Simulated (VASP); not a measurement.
Wanted: the native input for a VASP 6.6.1 run.

```
Task                   : relaxation of shape and atoms at fixed volume
Functional             : PBE
Potentials or basis    : VASP PAW PBE potentials, release 64 (P)
Cutoff                 : 600 eV
k mesh                 : 18 × 18 × 17
Occupations            : fermi-dirac, width 0.05 eV
Spin                   : no spin polarisation
Dipole correction      : no
Further INCAR settings : ALGO = Normal; EDIFF = 1e-07; IBRION = 2; EDIFFG = -0.005; NSW = 50; ISIF = 4
```

The structure of P lies in POSCAR:

```
P
1.0
    2.1122029942      0.0000000000      0.0000000000
   -1.0561014971      1.8292214510      0.0000000000
    0.0000000000      0.0000000000      1.9835715784
P
1
Direct
    0.0000000000      0.0000000000      0.0000000000
```

These files were run (other wordings do the same):

INCAR

```
SYSTEM = P
PREC = Accurate
ENCUT = 600
EDIFF = 1E-7
ISMEAR = -1
SIGMA = 0.05
LREAL = .FALSE.
LASPH = .TRUE.
NELM = 80
ALGO = Normal
ISIF = 4
LWAVE = .FALSE.
LCHARG = .FALSE.
GGA = PE
IBRION = 2
NSW = 50
EDIFFG = -0.005
```

KPOINTS

```
Automatic mesh
0
G
  18 18 17
  0 0 0
```

Potentials or basis: VASP PAW PBE potentials, release 64 (P).

Run with:

```console
$ cat potpaw_PBE.64/P/POTCAR > POTCAR
$ mpirun -np 1 vasp_std > vasp.out
```

Results of the run:

The energy gained by relaxing is 5.1 meV/atom, the ionic steps are 5 and the pressure after relaxing is 226.5 GPa.

Run time: 36 s on 1 thread of Intel(R) Xeon(R) Platinum 8559C (Emerald Rapids), on a shared host, peak memory 0.12 GiB.
